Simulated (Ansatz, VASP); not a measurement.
AlNi2: VASP beside Ansatz

```
Al Ni
1.0
     3.97400    0.00000    0.00000
    -1.98700    3.44159    0.00000
     0.00000    0.00000    4.90426
Al Ni
2 4
Direct
  0.33333 0.66667 0.18987
  0.66667 0.33333 0.81013
  0.33333 0.66667 0.68511
  0.66667 0.33333 0.31489
  0.00000 0.00000 0.50000
  0.00000 0.00000 0.00000
```

Alike in both runs: task single point; functional PBEsol; k mesh 12 × 12 × 8; occupations methfessel-paxton of order 1, width 0.05 eV; no spin polarisation.

|  | VASP | Ansatz |
| --- | --- | --- |
| version | VASP 6.6.1 | Ansatz 0.2.0 |
| potentials or method | VASP PAW PBE potentials, release 64 (Al, Ni), cutoff 520 eV | scalar-relativistic, plane waves, PAW |
| valence electrons in the cell | 46 | 78 |

Ansatz gave:

- gap on the k mesh at the Fermi level (eV): none
- pressure (GPa): 0.1
- rms of the force components (eV/Å): 0.021

**Question.** Which values does VASP return?

**Answer.** gap on the k mesh at the Fermi level (eV): none; pressure (GPa): 0.2; rms of the force components (eV/Å): 0.021.

VASP's potentials were made for PBE, not for PBEsol. Atom by atom the forces differ by 0.004 eV/Å (rms over components). A gap of «none» marks a metal or a gap that the smearing closes. The functional is the same, so the differences come from potentials, cutoffs and numerics. VASP's potentials hold 46 valence electrons a cell and Ansatz's 78, so a difference there can come from the potentials and not from the codes.
